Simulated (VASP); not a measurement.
# As (Pm-3m) in VASP: further runs

As is run at these levels: LDA, PBEsol; tasks: single point.

Everything below comes from runs of VASP 6.6.1. Logs are shortened: lines on timing, memory, paths and dates and some standing lists are left out, and cuts for length are marked.

**1. The cell of the first run**

Symmetry: Pm-3m, No. 221, cubic system. Conventional cell: a = 2.648 Å, b = 2.648 Å, c = 2.648 Å, α = 90.00°, β = 90.00°, γ = 90.00°. Within 3.5 Å of As (site symmetry m-3m) lie 6 As at 2.65 Å.

**2. Single point, LDA**

File INCAR:

```
SYSTEM = As
PREC = Accurate
ENCUT = 520
EDIFF = 1E-6
ISMEAR = -1
SIGMA = 0.05
LREAL = .False.
LASPH = .True.
NELM = 60
ALGO = Normal
ISIF = 2
LWAVE = .False.
LCHARG = .False.
GGA = CA
NBANDS = 8
```

File KPOINTS:

```
Automatic mesh
0
Gamma
  10 10 10
  0 0 0
```

File POSCAR:

```
As
1.0
    2.6484890792      0.0000000000      0.0000000000
    0.0000000000      2.6484890792      0.0000000000
    0.0000000000      0.0000000000      2.6484890792
As
1
Direct
    0.5000000000      0.5000000000      0.5000000000
```

Potentials or basis: VASP PAW LDA potentials, release 64 (As).

Run with:

```
> cat potpaw_LDA.64/As/POTCAR > POTCAR
> mpirun -np 1 vasp_std > vasp.out
```

OUTCAR:

```text
SYSTEM = As
   PREC = Accurate
   ENCUT = 520
   EDIFF = 1E-6
   ISMEAR = -1
   LREAL = .False.
   LASPH = .True.
   NELM = 60
   ISIF = 2
   GGA = CA

 ion  position               nearest neighbor table
   1  0.500  0.500  0.500-

  LATTYP: Found a simple cubic cell.
 ALAT       =     2.6484890792

  Lattice vectors:

 A1 = (   2.6484890792,   0.0000000000,   0.0000000000)
 A2 = (   0.0000000000,   2.6484890792,   0.0000000000)
 A3 = (   0.0000000000,   0.0000000000,   2.6484890792)

Analysis of symmetry for initial positions (statically):
=====================================================================
 Subroutine PRICEL returns:
 Original cell was already a primitive cell.

 Routine SETGRP: Setting up the symmetry group for a
 simple cubic supercell.

 Subroutine GETGRP returns: Found 48 space group operations
[... 9 lines left out ...]

 Routine SETGRP: Setting up the symmetry group for a
 simple cubic supercell.

 Subroutine GETGRP returns: Found 48 space group operations
[... 11 lines left out ...]
                                     Primitive cell

  volume of cell :      18.5778

  direct lattice vectors                    reciprocal lattice vectors
     2.648489079  0.000000000  0.000000000     0.377573768  0.000000000  0.000000000
     0.000000000  2.648489079  0.000000000     0.000000000  0.377573768  0.000000000
     0.000000000  0.000000000  2.648489079     0.000000000  0.000000000  0.377573768

  length of vectors
     2.648489079  2.648489079  2.648489079     0.377573768  0.377573768  0.377573768

  position of ions in fractional coordinates (direct lattice)
     0.500000000  0.500000000  0.500000000

  ion indices of the primitive-cell ions
   primitive index   ion index
                 1           1

----------------------------------------------------------------------------------------

 KPOINTS: Automatic mesh

Automatic generation of k-mesh.
 Grid dimensions read from file:
 generate k-points for:   10   10   10

 Generating k-lattice:

  Cartesian coordinates                     Fractional coordinates (reciprocal lattice)
     0.037757377  0.000000000  0.000000000     0.100000000  0.000000000  0.000000000
     0.000000000  0.037757377  0.000000000     0.000000000  0.100000000  0.000000000
     0.000000000  0.000000000  0.037757377     0.000000000  0.000000000  0.100000000

  Length of vectors
     0.037757377  0.037757377  0.037757377

  Shift w.r.t. Gamma in fractional coordinates (k-lattice)
     0.000000000  0.000000000  0.000000000

 Subroutine IBZKPT returns following result:
 ===========================================

 Found     56 irreducible k-points:

 Following reciprocal coordinates:
            Coordinates               Weight
  0.000000  0.000000  0.000000      1.000000
  0.100000  0.000000  0.000000      6.000000
  0.200000  0.000000  0.000000      6.000000
  0.300000  0.000000  0.000000      6.000000
  0.400000  0.000000  0.000000      6.000000
  0.500000  0.000000  0.000000      3.000000
[... 16 lines left out ...]
  0.200000  0.100000  0.100000     24.000000
  0.300000  0.100000  0.100000     24.000000
 [... further k-points ...]
   k-points           NKPTS =     56   k-points in BZ     NKDIM =     56   number of bands    NBANDS=      8
   number of dos      NEDOS =    301   number of ions     NIONS =      1
   total plane-waves  NPLWV =   8000
   dimension x,y,z NGX =    20 NGY =   20 NGZ =   20
   dimension x,y,z NGXF=    40 NGYF=   40 NGZF=   40
   ions per type =               1
   NGX,Y,Z   is equivalent  to a cutoff of  12.55, 12.55, 12.55 a.u.
   NGXF,Y,Z  is equivalent  to a cutoff of  25.11, 25.11, 25.11 a.u.
 SYSTEM =  As
   PREC   = accura    normal or accurate (medium, high low for compatibility)
   ISTART =      0    job   : 0-new  1-cont  2-samecut
   ICHARG =      2    charge: 1-file 2-atom 10-const
   ISPIN  =      1    spin polarized calculation?
   LNONCOLLINEAR =      F non collinear calculations
   LSORBIT =      F    spin-orbit coupling
   LASPH  =      T    aspherical Exc in radial PAW
   ENCUT  =  520.0 eV  38.22 Ry    6.18 a.u.   4.92  4.92  4.92*2*pi/ulx,y,z
   NELM   =     60;   NELMIN=  2; NELMDL= -5     # of ELM steps
   EDIFF  = 0.1E-05   stopping-criterion for ELM
   LREAL  =      F    real-space projection
   EDIFFG = 0.1E-04   stopping-criterion for IOM
   NSW    =      0    number of steps for IOM
   IBRION =     -1    ionic relax: 0-MD 1-quasi-New 2-CG
   NFREE  =      0    steps in history (QN), initial steepest desc. (CG)
   ISIF   =      2    stress and relaxation
   ISYM   =      2    0-nonsym 1-usesym 2-fastsym
   POTIM  = 0.5000    time-step for ionic-motion
   TEBEG  =    0.0;   TEEND  =   0.0 temperature during run
   PSTRESS=    0.0 pullay stress
   NELECT =       5.0000    total number of electrons
   NUPDOWN=      -1.0000    fix difference up-down
   EMIN   =  10.00;   EMAX   =-10.00  energy-range for DOS
[... 5 lines left out ...]
     AMIX     =   0.40;   BMIX     =  1.00
     AMIX_MAG =   1.60;   BMIX_MAG =  1.00
  volume/ion in A,a.u.               =      18.58       125.37
  Fermi-wavevector in a.u.,A,eV,Ry     =   1.056980  1.997402 15.200512  1.117206
  Thomas-Fermi vector in A             =   2.192236
   LORBIT       =      0    0 simple, 1 ext, 2 COOP (PROOUT), +10 PAW based schemes
   GGA     = CA    functional components
   LHFCALC =     F    Hartree Fock is set to
   AEXX    =    0.0000 exact exchange contribution
   IVDW    =     0    specifies the selected vdW correction
   LEPSILON=     F    determine dielectric tensor
   LRPA    =     F    only Hartree local field effects (RPA)
 non-spin polarized calculation
  energy-cutoff  :      520.00
  volume of cell :       18.58
 maximum number of plane-waves:       516
 NGX is ok and might be reduce to    20
   NGX =  9   NGY =  9   NGZ =  9

 number of electron       5.0000000 magnetization

 Free energy of the ion-electron system (eV)
  ---------------------------------------------------
  ext. energy  EPLUGINS =         0.00000000
  ---------------------------------------------------
  free energy    TOTEN  =        -5.33122966 eV

  energy without entropy =       -5.32872261  energy(sigma->0) =       -5.32997613

 E-fermi :   6.6482     XC(G=0): -10.8510

 val. band max:        6.5311709649   @ k =   0.5000   0.3000   0.3000
 cond. band min:       6.6734173984   @ k =   0.2000   0.2000   0.0000
 fundamental gap:      0.1422464335
 Fermi energy:         6.6482086052

 k-point     1 :       0.0000    0.0000    0.0000
  band No.  band energies     occupation
      1      -8.8706      2.00000
      2      11.0349      0.00000
      3      11.0349      0.00000
      4      11.0349      0.00000
      5      15.3361      0.00000
      6      15.3361      0.00000
      7      17.6638      0.00000
      8      32.3979      0.00000

 k-point     2 :       0.1000    0.0000    0.0000
  band No.  band energies     occupation
      1      -8.6756      2.00000
      2       8.8519      0.00000
      3      11.2087      0.00000
      4      11.2087      0.00000
      5      15.5082      0.00000
      6      16.6842      0.00000
      7      18.9937      0.00000
      8      29.9720      0.00000

 k-point     3 :       0.2000    0.0000    0.0000
  band No.  band energies     occupation
      1      -8.0999      2.00000
      2       5.6199      2.00000
      3      11.7062      0.00000
      4      11.7062      0.00000
      5      16.0127      0.00000
      6      17.5759      0.00000
      7      22.6788      0.00000
      8      26.9495      0.00000

 k-point     4 :       0.3000    0.0000    0.0000
  band No.  band energies     occupation
      1      -7.1853      2.00000
      2       2.6638      2.00000
      3      12.4385      0.00000
      4      12.4385      0.00000
      5      16.7990      0.00000
      6      18.5686      0.00000
      7      24.3602      0.00000
      8      24.3602      0.00000

 k-point     5 :       0.4000    0.0000    0.0000
  band No.  band energies     occupation
      1      -6.0922      2.00000
      2       0.3142      2.00000
      3      13.1872      0.00000
      4      13.1872      0.00000
      5      17.6968      0.00000
      6      19.8731      0.00000
      7      22.4881      0.00000
      8      22.4881      0.00000

 k-point     6 :       0.5000    0.0000    0.0000
  band No.  band energies     occupation
      1      -5.4586      2.00000
      2      -0.7424      2.00000
      3      13.5351      0.00000
      4      13.5351      0.00000
      5      18.1772      0.00000
      6      21.0923      0.00000
      7      21.7646      0.00000
      8      21.7646      0.00000

 k-point     7 :       0.1000    0.1000    0.0000
  band No.  band energies     occupation
      1      -8.4806      2.00000
      2       8.8408      0.00000
      3       9.2393      0.00000
      4      11.3823      0.00000
      5      16.2308      0.00000
      6      18.2382      0.00000
      7      19.4959      0.00000
      8      27.5536      0.00000
[... 133 lines left out ...]
 k-point    20 :       0.5000    0.4000    0.0000
  band No.  band energies     occupation
      1      -2.5894      2.00000
      2       1.6846      2.00000
      3       3.2595      2.00000
      4       9.7613      0.00000
      5      15.5874      0.00000
      6      22.9151      0.00000
      7      24.1468      0.00000
      8      25.0627      0.00000

 k-point    21 :       0.5000    0.5000    0.0000
  band No.  band energies     occupation
      1      -1.8740      2.00000
      2       2.1277      2.00000
      3       2.1277      2.00000
      4       8.9119      0.00000
      5      15.9059      0.00000
      6      23.9270      0.00000
      7      24.6368      0.00000
      8      24.6368      0.00000

 k-point    22 :       0.1000    0.1000    0.1000
  band No.  band energies     occupation
      1      -8.2857      2.00000
      2       9.0165      0.00000
      3       9.0165      0.00000
      4       9.6578      0.00000
      5      18.4058      0.00000
      6      18.4058      0.00000
      7      19.8519      0.00000
      8      27.5629      0.00000

 k-point    23 :       0.2000    0.1000    0.1000
  band No.  band energies     occupation
      1      -7.7100      2.00000
      2       5.9705      2.00000
      3       9.5223      0.00000
      4      10.0285      0.00000
      5      18.8913      0.00000
      6      19.6605      0.00000
      7      22.4298      0.00000
      8      24.3962      0.00000

 k-point    24 :       0.3000    0.1000    0.1000
  band No.  band energies     occupation
      1      -6.7954      2.00000
      2       3.0298      2.00000
      3      10.2771      0.00000
      4      10.8445      0.00000
      5      19.5792      0.00000
      6      19.6151      0.00000
      7      21.7324      0.00000
      8      22.7382      0.00000

 [... further k-points ...]
[... 5 lines left out ...]
  --------------------------------------------------------------------------------------
  -------------------------------------------------------------------------------------
  Total        0.3518547      0.3518547      0.3518547     -0.0000000     -0.0000000      0.0000000
  in kB       30.3444550     30.3444550     30.3444550     -0.0000000     -0.0000000      0.0000000
  external PRESSURE =      30.3444550 kB  Pullay stress =       0.0000000 kB

 VOLUME and BASIS-vectors are now :
 -----------------------------------------------------------------------------
  energy-cutoff  :      520.00
  volume of cell :       18.58
      direct lattice vectors                 reciprocal lattice vectors
     2.648489079  0.000000000  0.000000000     0.377573768  0.000000000  0.000000000
     0.000000000  2.648489079  0.000000000     0.000000000  0.377573768  0.000000000
     0.000000000  0.000000000  2.648489079     0.000000000  0.000000000  0.377573768

 POSITION                                       TOTAL-FORCE (eV/Angst)
 -----------------------------------------------------------------------------------
      1.32424      1.32424      1.32424         0.000000      0.000000      0.000000
 -----------------------------------------------------------------------------------
    total drift:                                0.000000     -0.000000      0.000000

  FREE ENERGIE OF THE ION-ELECTRON SYSTEM (eV)
  ---------------------------------------------------
  free  energy   TOTEN  =        -5.3312296562 eV

  energy  without entropy=       -5.3287226097  energy(sigma->0) =       -5.32997613
```

It took 5.7 s on 1 thread of AMD EPYC 9R14 (Zen 4), shared host; peak memory 0.08 GiB.

Results:

* Free energy: -5.3312 eV
* Pressure: 3.0 GPa

Levels at points of the mesh, in eV from the Fermi level:
```
           k point  band 1  band 2  band 3  band 4  band 5  band 6
(0.00, 0.00, 0.00)  -15.52    4.39    4.39    4.39    8.69    8.69
(0.50, 0.00, 0.00)  -12.11   -7.39    6.89    6.89   11.53   14.44
(0.50, 0.50, 0.00)   -8.52   -4.52   -4.52    2.26    9.26   17.28
(0.50, 0.50, 0.50)   -4.51   -1.89   -1.89   -1.89    5.91    5.91
```

**3. Single point, LDA**

This run uses another cell than the first one, of 18.97 Å³/atom, 1.021 times its volume.

File INCAR:

```
SYSTEM = As
ALGO = Normal ; EDIFF = 1E-6
ENCUT = 520 ; GGA = CA
ISIF = 2 ; ISMEAR = -1
LASPH = .TRUE. ; LCHARG = .FALSE.
LREAL = .FALSE. ; LWAVE = .FALSE.
NBANDS = 8 ; NELM = 80
PREC = Accurate ; SIGMA = 0.05
```

File KPOINTS:

```
k-points
0
G
  10 10 10
  0 0 0
```

File POSCAR:

```
As
1.0
    2.6671410253      0.0000000000      0.0000000000
    0.0000000000      2.6671410253      0.0000000000
    0.0000000000      0.0000000000      2.6671410253
As
1
Direct
    0.5000000000      0.5000000000      0.5000000000
```

Potentials or basis: VASP PAW LDA potentials, release 64 (As).

Run with:

```
> cat potpaw_LDA.64/As/POTCAR > POTCAR
> mpirun -np 1 vasp_std > vasp.out
```

It took 5.6 s on 1 thread of AMD EPYC 9R14 (Zen 4), shared host; peak memory 0.08 GiB.

The run converged. Its results:

```
Free energy : -5.3359 eV
Pressure    : 0.8 GPa
```

Levels at points of the mesh, in eV from the Fermi level:
| k point | band 1 | band 2 | band 3 | band 4 | band 5 |
| --- | --- | --- | --- | --- | --- |
| (0.00, 0.00, 0.00) | -15.31 | 4.31 | 4.31 | 4.31 | 8.67 |
| (0.50, 0.00, 0.00) | -12.00 | -7.21 | 6.73 | 6.73 | 11.46 |
| (0.50, 0.50, 0.00) | -8.53 | -4.41 | -4.41 | 2.36 | 9.01 |
| (0.50, 0.50, 0.50) | -4.67 | -1.85 | -1.85 | -1.85 | 5.95 |

**4. Single point, PBEsol**

File INCAR:

```
ALGO     = Normal         # electronic algorithm
EDIFF    = 1E-6           # SCF threshold, eV
ENCUT    = 520            # plane-wave cutoff, eV
GGA      = PS             # functional
ISIF     = 2              # what is computed and relaxed
ISMEAR   = -1             # smearing method
LASPH    = T              # aspherical terms in the spheres
LCHARG   = F              # write CHGCAR
LREAL    = F              # projectors in reciprocal space
LWAVE    = F              # write WAVECAR
NBANDS   = 8              # bands
NELM     = 80             # most SCF steps
PREC     = Accurate       # precision mode
SIGMA    = 0.05           # smearing width, eV
```

File KPOINTS:

```
k-points
0
Gamma
  10 10 10
```

File POSCAR:

```
As
1.0
    2.6484890792      0.0000000000      0.0000000000
    0.0000000000      2.6484890792      0.0000000000
    0.0000000000      0.0000000000      2.6484890792
As
1
Direct
    0.5000000000      0.5000000000      0.5000000000
```

Potentials or basis: VASP PAW PBE potentials, release 64 (As).

Run with:

```
> cat potpaw_PBE.64/As/POTCAR > POTCAR
> mpirun -np 1 vasp_std > vasp.out
```

Run time: 6.6 s. Hardware: 1 thread of AMD EPYC 9R14 (Zen 4), shared host; peak memory 0.09 GiB.

It converged, with:

| Property | Result |
| --- | --- |
| Free energy | -5.0351 eV |
| Pressure | 4.9 GPa |

Levels at points of the mesh, in eV from the Fermi level:
```
           k point  band 1  band 2  band 3  band 4  band 5  band 6  band 7
(0.00, 0.00, 0.00)  -15.53    4.43    4.43    4.43    8.60    8.60   10.99
(0.50, 0.00, 0.00)  -12.09   -7.44    6.97    6.97   11.46   14.41   15.06
(0.50, 0.50, 0.00)   -8.47   -4.55   -4.55    2.17    9.38   17.28   17.96
(0.50, 0.50, 0.50)   -4.41   -1.89   -1.89   -1.89    5.82    5.82    5.82
```

Caveat: the PAW data sets were made with another functional, which shifts forces and pressure a little.

**5. Single point, LDA**

This run uses another cell than the first one, of 19.37 Å³/atom, 1.043 times its volume.

File INCAR:

```
ALGO     = Normal         # electronic algorithm
EDIFF    = 1E-7           # SCF threshold, eV
ENCUT    = 520            # plane-wave cutoff, eV
ISIF     = 2              # what is computed and relaxed
ISMEAR   = -1             # smearing method
LASPH    = T              # aspherical terms in the spheres
LCHARG   = T              # write CHGCAR
LELF     = T              # ELF
LREAL    = F              # projectors in reciprocal space
LVHAR    = T            
LWAVE    = F              # write WAVECAR
NBANDS   = 8              # bands
NELM     = 60             # most SCF steps
PREC     = Accurate       # precision mode
SIGMA    = 0.05           # smearing width, eV
```

KPOINTS is that of step 4.

File POSCAR:

```
As
1.0
    2.6855356826      0.0000000000      0.0000000000
    0.0000000000      2.6855356826      0.0000000000
    0.0000000000      0.0000000000      2.6855356826
As
1
Direct
    0.5000000000      0.5000000000      0.5000000000
```

Potentials or basis: VASP PAW LDA potentials, release 64 (As).

Run with:

```
> cat potpaw_LDA.64/As/POTCAR > POTCAR
> mpirun -np 1 vasp_std > vasp.out
```

It took 6.8 s on 1 thread of AMD EPYC 9R14 (Zen 4), shared host; peak memory 0.08 GiB.

Results (log left out):

| Property | Result |
| --- | --- |
| Free energy | -5.3355 eV |
| Pressure | -1.1 GPa |

Levels at points of the mesh, in eV from the Fermi level:
| k point | band 1 | band 2 | band 3 | band 4 | band 5 | band 6 | band 7 |
| --- | --- | --- | --- | --- | --- | --- | --- |
| (0.00, 0.00, 0.00) | -15.11 | 4.24 | 4.24 | 4.24 | 8.66 | 8.66 | 10.65 |
| (0.50, 0.00, 0.00) | -11.89 | -7.03 | 6.58 | 6.58 | 11.40 | 14.20 | 14.93 |
| (0.50, 0.50, 0.00) | -8.53 | -4.29 | -4.29 | 2.46 | 8.78 | 16.79 | 17.70 |
| (0.50, 0.50, 0.50) | -4.82 | -1.80 | -1.80 | -1.80 | 6.00 | 6.00 | 6.00 |

**6. Overview**

```tsv
level	potentials or basis	cell	gap on the mesh (eV)	pressure (GPa)
LDA	VASP PAW LDA potentials, release 64 (As)	a = 2.648 Å, 1 atom	none	3.0
LDA	VASP PAW LDA potentials, release 64 (As)	a = 2.667 Å, 1 atom	none	0.8
PBEsol	VASP PAW PBE potentials, release 64 (As)	a = 2.648 Å, 1 atom	none	4.9
LDA	VASP PAW LDA potentials, release 64 (As)	a = 2.686 Å, 1 atom	none	-1.1
```

Alike in all rows: task single point; no spin polarisation; k mesh 10 × 10 × 10; cutoff (eV) 520; smearing fermi-dirac 0.05 eV.

Caveats: the PAW data sets were made with another functional, which shifts forces and pressure a little (some runs).

Total energies depend on the potentials used, so only differences within one code and one set of settings carry meaning.
